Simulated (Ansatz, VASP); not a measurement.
**One calculation of LaRe, two programs**

File INCAR:

```
SYSTEM = LaRe
PREC     = Accurate       ! precision mode
ENCUT    = 520            ! plane-wave cutoff, eV
EDIFF    = 1E-6           ! SCF threshold, eV
ISMEAR   = 0              ! smearing method
SIGMA    = 0.05           ! smearing width, eV
LREAL    = .False.        ! projectors in reciprocal space
LASPH    = .True.         ! aspherical terms in the spheres
NELM     = 100            ! most SCF steps
ALGO     = Normal         ! electronic algorithm
ISIF     = 2              ! what is computed and relaxed
LWAVE    = .False.        ! write WAVECAR
LCHARG   = .False.        ! write CHGCAR
GGA      = PE             ! functional
NBANDS   = 16             ! bands
```

KPOINTS

```
regular mesh
0
Gamma
  10 10 10
  0 0 0
```

File POSCAR:

```
LaRe
1.0
    3.6652921040      0.0000000000      0.0000000000
    0.0000000000      3.6652921040      0.0000000000
    0.0000000000      0.0000000000      3.6652921040
La Re
1 1
Direct
    0.0000000000      0.0000000000      0.0000000000
    0.5000000000      0.5000000000      0.5000000000
```

Input for Ansatz:

```yaml
crystal:
  lattice:
    - [3.665292104, 0.0, 0.0]
    - [0.0, 3.665292104, 0.0]
    - [0.0, 0.0, 3.665292104]
  atoms:
    - { symbol: La, position: [0.0, 0.0, 0.0] }
    - { symbol: Re, position: [0.5, 0.5, 0.5] }
basis:
  ecutwfc: 420
  ecutrho_ratio: 4
kpoints:
  mp_grid: { grid: [10, 10, 10] }
hamiltonian:
  xc: pbe
scf:
  occupations: { method: gaussian, width: 0.05 }
output:
  forces: true
  stress: true
  eigenvalues: true
```

Alike in both runs: task single point; functional PBE; k mesh 10 × 10 × 10; occupations gaussian, width 0.05 eV; no spin polarisation.

|  | VASP | Ansatz |
| --- | --- | --- |
| version | VASP 6.6.1 | Ansatz 0.2.0 |
| potentials or method | VASP PAW PBE potentials, release 64 (La, Re), cutoff 520 eV | scalar-relativistic, plane waves, PAW |
| valence electrons in the cell | 18 | 26 |

|  | VASP | Ansatz | Ansatz less VASP |
| --- | --- | --- | --- |
| gap on the k mesh at the Fermi level (eV) | none | none | - |
| pressure (GPa) | -5.5 | -5.4 | +0.09 |

A gap of «none» marks a metal or a gap that the smearing closes. VASP's potentials hold 18 valence electrons a cell and Ansatz's 26, so a difference there can come from the potentials and not from the codes.

Spin-orbit coupling is off throughout.
